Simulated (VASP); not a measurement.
Input of a VASP 6.6.1 run:

Contents of INCAR:

```
PREC = Accurate
ENCUT = 600
EDIFF = 1E-7
ISMEAR = -1
SIGMA = 0.1
LREAL = False
LASPH = True
NELM = 100
ALGO = Normal
ISIF = 3
LWAVE = False
LCHARG = False
GGA = CA
IBRION = 2
NSW = 32
EDIFFG = -0.005
PSTRESS = 1400.0
```

The input KPOINTS:

```
Automatic mesh
0
Gamma
  20 20 20
```

POSCAR

```
Ti
1.0
   -1.3229450934      1.3229450934      1.3229450934
    1.3229450934     -1.3229450934      1.3229450934
    1.3229450934      1.3229450934     -1.3229450934
Ti
1
Direct
    0.0000000000      0.0000000000      0.0000000000
```

Potentials or basis: VASP PAW LDA potentials, release 64 (Ti_sv).

Launch:

```console
$ cat potpaw_LDA.64/Ti_sv/POTCAR > POTCAR
$ mpirun -np 1 vasp_std > vasp.out
```

What does it give for the relaxed cell?

a = 2.294 Å, b = 2.294 Å, c = 2.294 Å, α = 109.47°, β = 109.47°, γ = 109.47°.

What does it give for the space group after relaxing (to 0.05 Å)?

Im-3m (No. 229).

Predict the band gap on the k mesh.

zero (band 6 reaches 17.36 eV, above the bottom of band 7 at 15.33 eV).

Estimate the relaxed volume.

9.29 Å³/atom.

The path:
```
step  energy change (eV)  largest force (eV/Å)  pressure (GPa)  volume (Å³)
   1              0.0000                0.0000          141.49         9.26
   2             -0.1001                0.0000          135.78         9.38
   3             -0.0260                0.0000          139.99         9.29
```

Caveat: the cell is relaxed towards a set pressure, so the enthalpy falls and the energy may rise.
